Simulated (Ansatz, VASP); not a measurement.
One calculation of Al, two programs

The input INCAR:

```
SYSTEM = Al
  ALGO = Normal
  EDIFF = 1E-6
  ENCUT = 520
  GGA = PE
  ISIF = 2
  ISMEAR = 0
  LASPH = .True.
  LCHARG = .True.
  LELF = .True.
  LREAL = .False.
  LVHAR = .True.
  LWAVE = .False.
  NBANDS = 8
  NELM = 100
  PREC = Accurate
  SIGMA = 0.017
```

The input KPOINTS:

```
k-points
0
Gamma
  11 11 11
  0 0 0
```

File POSCAR:

```
Al
1.0
    0.0000000000      2.0248050000      2.0248050000
    2.0248050000      0.0000000000      2.0248050000
    2.0248050000      2.0248050000      0.0000000000
Al
1
Direct
    0.0000000000      0.0000000000      0.0000000000
```

File input.yaml:

```yaml
crystal:
  lattice:
    - [0.0, 2.024805, 2.024805]
    - [2.024805, 0.0, 2.024805]
    - [2.024805, 2.024805, 0.0]
  atoms:
    - { symbol: Al, position: [0.0, 0.0, 0.0] }
kpoints:
  mp_grid: { grid: [11, 11, 11] }
scf:
  occupations: { method: gaussian, width: 0.017 }
hamiltonian:
  xc: pbe
  pseudopotentials: { kind: all_electron, lapw: { basis_error: 0.001 } }
output:
  forces: true
  stress: true
  eigenvalues: true
```

Alike in both runs: task single point; functional PBE; k mesh 11 × 11 × 11; occupations gaussian, width 0.017 eV; no spin polarisation.

|  | VASP | Ansatz |
| --- | --- | --- |
| version | VASP 6.6.1 | Ansatz 0.2.0 |
| potentials or method | VASP PAW PBE potentials, release 64 (Al), cutoff 520 eV | all-electron LAPW, scalar-relativistic |

```csv
,VASP,Ansatz,Ansatz less VASP
gap on the k mesh at the Fermi level (eV),none,none,-
pressure (GPa),-0.5,-0.5,+0.03
```

A gap of «none» marks a metal or a gap that the smearing closes. Ansatz ran all-electron here, and VASP with PAW potentials.
